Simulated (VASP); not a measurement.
# LiF (Fm-3m) in VASP: further runs

LiF is run at these levels: PBE; tasks: single point, vibrations by perturbation theory, elastic constants.

Program: VASP 6.6.1. These are calculated values, not measurements. Logs are shortened: lines on timing, memory, paths and dates and some standing lists are left out, and cuts for length are marked.

## 1. The cell of the first run

It takes space group Fm-3m (No. 225, cubic). Conventional cell: a = 4.068 Å, b = 4.068 Å, c = 4.068 Å, α = 90.00°, β = 90.00°, γ = 90.00°. Li (site symmetry m-3m) has 6 F at 2.03 Å within 2.7 Å. Within 2.7 Å of F (site symmetry m-3m) lie 6 Li at 2.03 Å.

## 2. Single point, PBE

The input, POSCAR:

```
LiF
1.0
    0.0000000000      2.0337929511      2.0337929511
    2.0337929511      0.0000000000      2.0337929511
    2.0337929511      2.0337929511      0.0000000000
Li F
1 1
Direct
    0.0000000000      0.0000000000      0.0000000000
    0.5000000000      0.5000000000      0.5000000000
```

The input, INCAR.step1:

```
SYSTEM = LiF
  PREC = Accurate
  ENCUT = 520
  EDIFF = 1E-6
  ISMEAR = 0
  SIGMA = 0.02
  LREAL = .False.
  LASPH = .True.
  NELM = 60
  ALGO = Normal
  ISIF = 2
  LWAVE = .False.
  LCHARG = .True.
  GGA = PE
  NBANDS = 12
```

The input, KPOINTS.step1:

```
regular mesh
0
Gamma
  10 10 10
  0 0 0
```

The input, INCAR.step2:

```
SYSTEM = LiF
  PREC = Accurate
  ENCUT = 520
  EDIFF = 1E-6
  ISMEAR = -5
  SIGMA = 0.02
  LREAL = .False.
  LASPH = .True.
  NELM = 60
  ALGO = Normal
  ISIF = 2
  LWAVE = .False.
  LCHARG = .False.
  GGA = PE
  LORBIT = 11
  NBANDS = 12
  NEDOS = 2001
  ICHARG = 11
```

The input, KPOINTS.step2:

```
regular mesh
0
Gamma
  15 15 15
  0 0 0
```

Potentials or basis: VASP PAW PBE potentials, release 64 (Li_sv, F).

The run is started by

```
cat potpaw_PBE.64/Li_sv/POTCAR potpaw_PBE.64/F/POTCAR > POTCAR
cp INCAR.step1 INCAR
cp KPOINTS.step1 KPOINTS
mpirun -np 1 vasp_std > vasp.out
cp INCAR.step2 INCAR
cp KPOINTS.step2 KPOINTS
mpirun -np 1 vasp_std > vasp.out
```

OUTCAR:

```text
SYSTEM = LiF
   PREC = Accurate
   ENCUT = 520
   EDIFF = 1E-6
   ISMEAR = -5
   LREAL = .False.
   LASPH = .True.
   NELM = 60
   ISIF = 2
   GGA = PE
   LORBIT = 11
   ICHARG = 11

 ion  position               nearest neighbor table
   1  0.000  0.000  0.000-   2 2.03   2 2.03   2 2.03   2 2.03   2 2.03   2 2.03
   2  0.500  0.500  0.500-   1 2.03   1 2.03   1 2.03   1 2.03   1 2.03   1 2.03

  LATTYP: Found a face centered cubic cell.
 ALAT       =     4.0675859022

  Lattice vectors:

 A1 = (   0.0000000000,   2.0337929511,   2.0337929511)
 A2 = (   2.0337929511,   0.0000000000,   2.0337929511)
 A3 = (   2.0337929511,   2.0337929511,   0.0000000000)

Analysis of symmetry for initial positions (statically):
=====================================================================
 Subroutine PRICEL returns:
 Original cell was already a primitive cell.

 Routine SETGRP: Setting up the symmetry group for a
 face centered cubic supercell.

 Subroutine GETGRP returns: Found 48 space group operations
 (whereof 48 operations were pure point group operations)
 out of a pool of 48 trial point group operations.

The static configuration has the point symmetry O_h .

Analysis of symmetry for dynamics (positions and initial velocities):
=====================================================================
 Subroutine PRICEL returns:
 Original cell was already a primitive cell.

 Routine SETGRP: Setting up the symmetry group for a
 face centered cubic supercell.

 Subroutine GETGRP returns: Found 48 space group operations
 (whereof 48 operations were pure point group operations)
 out of a pool of 48 trial point group operations.

The dynamic configuration has the point symmetry O_h .

 Subroutine INISYM returns: Found 48 space group operations
 (whereof 48 operations are pure point group operations),
 and found     1 'primitive' translations

----------------------------------------------------------------------------------------

                                     Primitive cell

  volume of cell :      16.8248

  direct lattice vectors                    reciprocal lattice vectors
     0.000000000  2.033792951  2.033792951    -0.245846068  0.245846068  0.245846068
     2.033792951  0.000000000  2.033792951     0.245846068 -0.245846068  0.245846068
     2.033792951  2.033792951  0.000000000     0.245846068  0.245846068 -0.245846068

  length of vectors
     2.876217575  2.876217575  2.876217575     0.425817880  0.425817880  0.425817880

  position of ions in fractional coordinates (direct lattice)
     0.000000000  0.000000000  0.000000000
     0.500000000  0.500000000  0.500000000

  ion indices of the primitive-cell ions
   primitive index   ion index
                 1           1
                 2           2

----------------------------------------------------------------------------------------

 KPOINTS: regular mesh

Automatic generation of k-mesh.
 Grid dimensions read from file:
 generate k-points for:   15   15   15

 Generating k-lattice:

  Cartesian coordinates                     Fractional coordinates (reciprocal lattice)
    -0.016389738  0.016389738  0.016389738     0.066666667  0.000000000  0.000000000
     0.016389738 -0.016389738  0.016389738     0.000000000  0.066666667  0.000000000
     0.016389738  0.016389738 -0.016389738     0.000000000  0.000000000  0.066666667

  Length of vectors
     0.028387859  0.028387859  0.028387859

  Shift w.r.t. Gamma in fractional coordinates (k-lattice)
     0.000000000  0.000000000  0.000000000

 TETIRR: Found    484 inequivalent tetrahedra from    20250

 Subroutine IBZKPT returns following result:
 ===========================================

 Found    120 irreducible k-points:

 Following reciprocal coordinates:
            Coordinates               Weight
  0.000000  0.000000  0.000000      1.000000
  0.066667  0.000000  0.000000      8.000000
  0.133333  0.000000  0.000000      8.000000
  0.200000  0.000000  0.000000      8.000000
  0.266667  0.000000  0.000000      8.000000
  0.333333  0.000000  0.000000      8.000000
[... 16 lines left out ...]
  0.133333  0.133333  0.000000      6.000000
  0.200000  0.133333  0.000000     24.000000
 [... further k-points ...]
   k-points           NKPTS =    120   k-points in BZ     NKDIM =    120   number of bands    NBANDS=     12
   number of dos      NEDOS =   2001   number of ions     NIONS =      2
   total plane-waves  NPLWV =  13824
   dimension x,y,z NGX =    24 NGY =   24 NGZ =   24
   dimension x,y,z NGXF=    48 NGYF=   48 NGZF=   48
   ions per type =               1   1
   NGX,Y,Z   is equivalent  to a cutoff of  13.87, 13.87, 13.87 a.u.
   NGXF,Y,Z  is equivalent  to a cutoff of  27.74, 27.74, 27.74 a.u.
 SYSTEM =  LiF
   PREC   = accura    normal or accurate (medium, high low for compatibility)
   ISTART =      0    job   : 0-new  1-cont  2-samecut
   ICHARG =     11    charge: 1-file 2-atom 10-const
   ISPIN  =      1    spin polarized calculation?
   LNONCOLLINEAR =      F non collinear calculations
   LSORBIT =      F    spin-orbit coupling
   LASPH  =      T    aspherical Exc in radial PAW
   ENCUT  =  520.0 eV  38.22 Ry    6.18 a.u.   5.35  5.35  5.35*2*pi/ulx,y,z
   NELM   =     60;   NELMIN=  2; NELMDL=  0     # of ELM steps
   EDIFF  = 0.1E-05   stopping-criterion for ELM
   LREAL  =      F    real-space projection
   EDIFFG = 0.1E-04   stopping-criterion for IOM
   NSW    =      0    number of steps for IOM
   IBRION =     -1    ionic relax: 0-MD 1-quasi-New 2-CG
   NFREE  =      0    steps in history (QN), initial steepest desc. (CG)
   ISIF   =      2    stress and relaxation
   ISYM   =      2    0-nonsym 1-usesym 2-fastsym
   POTIM  = 0.5000    time-step for ionic-motion
   TEBEG  =    0.0;   TEEND  =   0.0 temperature during run
   PSTRESS=    0.0 pullay stress
   NELECT =      10.0000    total number of electrons
   NUPDOWN=      -1.0000    fix difference up-down
   EMIN   =  10.00;   EMAX   =-10.00  energy-range for DOS
   EFERMI =   0.00;   METHOD = LEGACY
   ISMEAR =    -5;   SIGMA  =   0.02  broadening in eV -4-tet -1-fermi 0-gaus
   EFERMI_NEDOS =   21; number of points for ismear=-14 and -15
   IALGO  =     38    algorithm
   IMIX   =      4    mixing-type and parameters
     AMIX     =   0.40;   BMIX     =  1.00
     AMIX_MAG =   1.60;   BMIX_MAG =  1.00
  volume/ion in A,a.u.               =       8.41        56.77
  Fermi-wavevector in a.u.,A,eV,Ry     =   1.376443  2.601099 25.777518  1.894594
  Thomas-Fermi vector in A             =   2.501687
   LORBIT       =     11    0 simple, 1 ext, 2 COOP (PROOUT), +10 PAW based schemes
   GGA     = PE    functional components
   LHFCALC =     F    Hartree Fock is set to
   AEXX    =    0.0000 exact exchange contribution
   IVDW    =     0    specifies the selected vdW correction
   LEPSILON=     F    determine dielectric tensor
   LRPA    =     F    only Hartree local field effects (RPA)
 non-spin polarized calculation
 Fermi weights with tetrahedron method with Bloechl corrections
  energy-cutoff  :      520.00
  volume of cell :       16.82
 maximum number of plane-waves:       465
 NGX is ok and might be reduce to    24

 number of electron       9.9999992 magnetization

 Free energy of the ion-electron system (eV)
  ---------------------------------------------------
  ext. energy  EPLUGINS =         0.00000000
  ---------------------------------------------------
  free energy    TOTEN  =        -9.64087947 eV

  energy without entropy =       -9.64087947  energy(sigma->0) =       -9.64087947

 E-fermi :  -1.1855     XC(G=0):  -9.8404

 val. band max:       -1.1917668424   @ k =  -0.0667   0.0667   0.0000
 cond. band min:       7.6389142607   @ k =   0.0000   0.0000   0.0000
 fundamental gap:      8.8306811031
 Fermi energy:        -1.1854758032

 k-point     1 :       0.0000    0.0000    0.0000
  band No.  band energies     occupation
      1     -42.1809      2.00000
      2     -21.0876      2.00000
      3      -1.1927      2.00000
      4      -1.1926      2.00000
      5      -1.1926      2.00000
      6       7.6389      0.00000
      7      22.3877      0.00000
      8      22.3877      0.00000
      9      22.3877      0.00000
     10      22.8423      0.00000
     11      22.8423      0.00000
     12      22.8423      0.00000

 k-point     2 :       0.0667    0.0000    0.0000
  band No.  band energies     occupation
      1     -42.1786      2.00000
      2     -21.0706      2.00000
      3      -1.3210      2.00000
      4      -1.2026      2.00000
      5      -1.2026      2.00000
      6       7.7755      0.00000
      7      20.7658      0.00000
      8      21.6716      0.00000
      9      21.6716      0.00000
     10      23.4586      0.00000
     11      23.4586      0.00000
     12      23.5859      0.00000

 k-point     3 :       0.1333    0.0000    0.0000
  band No.  band energies     occupation
      1     -42.1724      2.00000
      2     -21.0234      2.00000
      3      -1.6665      2.00000
      4      -1.2305      2.00000
      5      -1.2305      2.00000
      6       8.1322      0.00000
      7      18.9051      0.00000
      8      20.6957      0.00000
      9      20.6957      0.00000
     10      24.1252      0.00000
     11      24.2570      0.00000
     12      24.2570      0.00000

 k-point     4 :       0.2000    0.0000    0.0000
  band No.  band energies     occupation
      1     -42.1631      2.00000
      2     -20.9517      2.00000
      3      -2.1387      2.00000
      4      -1.2709      2.00000
      5      -1.2709      2.00000
      6       8.5912      0.00000
      7      17.3654      0.00000
      8      19.7337      0.00000
      9      19.7337      0.00000
     10      24.7905      0.00000
     11      25.1760      0.00000
     12      25.1760      0.00000

 k-point     5 :       0.2667    0.0000    0.0000
  band No.  band energies     occupation
      1     -42.1524      2.00000
      2     -20.8669      2.00000
      3      -2.6398      2.00000
      4      -1.3162      2.00000
      5      -1.3162      2.00000
      6       9.0130      0.00000
      7      16.2551      0.00000
      8      18.8832      0.00000
      9      18.8832      0.00000
     10      25.6303      0.00000
     11      26.2427      0.00000
     12      26.2427      0.00000
[... 228 lines left out ...]
      1     -42.1679      2.00000
      2     -20.9876      2.00000
      3      -1.8522      2.00000
      4      -1.3624      2.00000
      5      -1.2045      2.00000
      6       8.3931      0.00000
      7      18.1835      0.00000
      8      19.8285      0.00000
      9      20.4560      0.00000
     10      23.7930      0.00000
     11      24.1248      0.00000
     12      26.1321      0.00000

 k-point    22 :      -0.0667    0.0667    0.0000
  band No.  band energies     occupation
      1     -42.1751      2.00000
      2     -21.0437      2.00000
      3      -1.4887      2.00000
      4      -1.2807      2.00000
      5      -1.1918      2.00000
      6       7.9891      0.00000
      7      19.7585      0.00000
      8      20.5629      0.00000
      9      21.4334      0.00000
     10      23.1632      0.00000
     11      23.6615      0.00000
     12      25.0769      0.00000

 k-point    23 :       0.1333    0.1333    0.0000
  band No.  band energies     occupation
      1     -42.1696      2.00000
      2     -20.9991      2.00000
      3      -1.6365      2.00000
      4      -1.3556      2.00000
      5      -1.3556      2.00000
      6       8.3589      0.00000
      7      19.8906      0.00000
      8      20.1490      0.00000
      9      20.1490      0.00000
     10      20.3824      0.00000
     11      26.6286      0.00000
     12      26.6286      0.00000

 k-point    24 :       0.2000    0.1333    0.0000
  band No.  band energies     occupation
      1     -42.1629      2.00000
      2     -20.9432      2.00000
      3      -1.9648      2.00000
      4      -1.4320      2.00000
      5      -1.4047      2.00000
      6       8.7805      0.00000
      7      18.2144      0.00000
      8      19.6123      0.00000
      9      19.6728      0.00000
     10      20.8134      0.00000
     11      27.5398      0.00000
     12      27.6468      0.00000

 [... further k-points ...]

------------------------ aborting loop because EDIFF is reached ----------------------------------------

  FORCE on cell =-STRESS in cart. coord.  units (eV):
  Direction    XX          YY          ZZ          XY          YZ          ZX
  --------------------------------------------------------------------------------------
  -------------------------------------------------------------------------------------
  Total       -0.0444247     -0.0444247     -0.0444247      0.0000000      0.0000000      0.0000000
  in kB       -4.2304307     -4.2304307     -4.2304307      0.0000000      0.0000000      0.0000000
  external PRESSURE =      -4.2304307 kB  Pullay stress =       0.0000000 kB

 VOLUME and BASIS-vectors are now :
 -----------------------------------------------------------------------------
  energy-cutoff  :      520.00
  volume of cell :       16.82
      direct lattice vectors                 reciprocal lattice vectors
     0.000000000  2.033792951  2.033792951    -0.245846068  0.245846068  0.245846068
     2.033792951  0.000000000  2.033792951     0.245846068 -0.245846068  0.245846068
     2.033792951  2.033792951  0.000000000     0.245846068  0.245846068 -0.245846068

 POSITION                                       TOTAL-FORCE (eV/Angst)
 -----------------------------------------------------------------------------------
      0.00000      0.00000      0.00000        -0.000000     -0.000000      0.000000
      2.03379      2.03379      2.03379         0.000000      0.000000     -0.000000
 -----------------------------------------------------------------------------------
    total drift:                               -0.000000     -0.000000      0.000000

  FREE ENERGIE OF THE ION-ELECTRON SYSTEM (eV)
  ---------------------------------------------------
  free  energy   TOTEN  =        -9.6408794728 eV

  energy  without entropy=       -9.6408794728  energy(sigma->0) =       -9.64087947

 total charge

# of ion       s       p       d       tot
------------------------------------------
    1        2.015   0.045   0.000   2.060
    2        1.729   4.404   0.000   6.133
--------------------------------------------------
tot          3.744   4.449   0.000   8.193
```

It took 18 s on 1 thread of Intel Xeon Platinum 8488C (Sapphire Rapids), shared host; peak memory 0.13 GiB.

What came out:

- Valence electrons inside the program's atomic spheres: Li 2.06; F 6.13

Caveat: the cutoff is under 1.25 times the usual one of these potentials, so pressure, stress and relaxed cells hold a basis-set (Pulay) error.

[end of part 1 of 2]
